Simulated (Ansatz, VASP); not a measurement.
Co: VASP beside Ansatz

```
Co
1.0
    -2.20173    2.20166    1.25947
     2.20166   -2.20173    1.25947
     2.20203    2.20203   -1.25959
Co
2
Direct
  0.99999 0.00001 0.00000
  0.75001 0.24999 0.50000
```

Alike in both runs: task single point; functional r2SCAN; k mesh 17 × 17 × 12; occupations fermi-dirac, width 0.1 eV; no spin polarisation.

```csv
,VASP,Ansatz
version,VASP 6.6.1,Ansatz 0.2.0
potentials or method,"VASP PAW PBE potentials, release 64 (Co), cutoff 520 eV","plane waves (500 eV) with PAW, scalar-relativistic"
valence electrons in the cell,18,34
```

|  | VASP | Ansatz | Ansatz less VASP |
| --- | --- | --- | --- |
| pressure (GPa) | -19.9 | -20.1 | -0.28 |
| traceless stress, the component that is largest in VASP (GPa) | 1.34 | 1.36 | +0.024 |

VASP's potentials were made for PBE, not for r2SCAN. With one functional, cell and mesh, what is left measures potentials, basis and numerics. VASP's potentials hold 18 valence electrons a cell and Ansatz's 34, so a difference there can come from the potentials and not from the codes.
